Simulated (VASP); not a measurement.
Input of a VASP 6.6.1 run:

INCAR

```
  PREC = Accurate
  ENCUT = 520
  EDIFF = 1E-7
  ISMEAR = -1
  SIGMA = 0.05
  LREAL = F
  LASPH = T
  NELM = 60
  ALGO = Normal
  ISIF = 2
  LWAVE = F
  LCHARG = F
  GGA = RE
  NBANDS = 18
```

KPOINTS

```
Automatic mesh
0
Gamma
  7 7 7
```

The input POSCAR:

```
BiTe
1.0
    2.4356710873      1.4062353579      3.3646381185
   -2.4356710873      1.4062353579      3.3646381185
    0.0000000000     -2.8124707158      3.3646381185
Bi Te
1 1
Direct
    0.5000000000      0.5000000000      0.5000000000
    0.0000000000      0.0000000000      0.0000000000
```

Potentials or basis: VASP PAW PBE potentials, release 64 (Bi_d, Te).

Launch:

```console
$ cat potpaw_PBE.64/Bi_d/POTCAR potpaw_PBE.64/Te/POTCAR > POTCAR
$ mpirun -np 1 vasp_std > vasp.out
```

(1) What does it give for the pressure?

## Answers

(1) -0.1 GPa.

Caveat: the PAW data sets were made with another functional, which shifts forces and pressure a little.
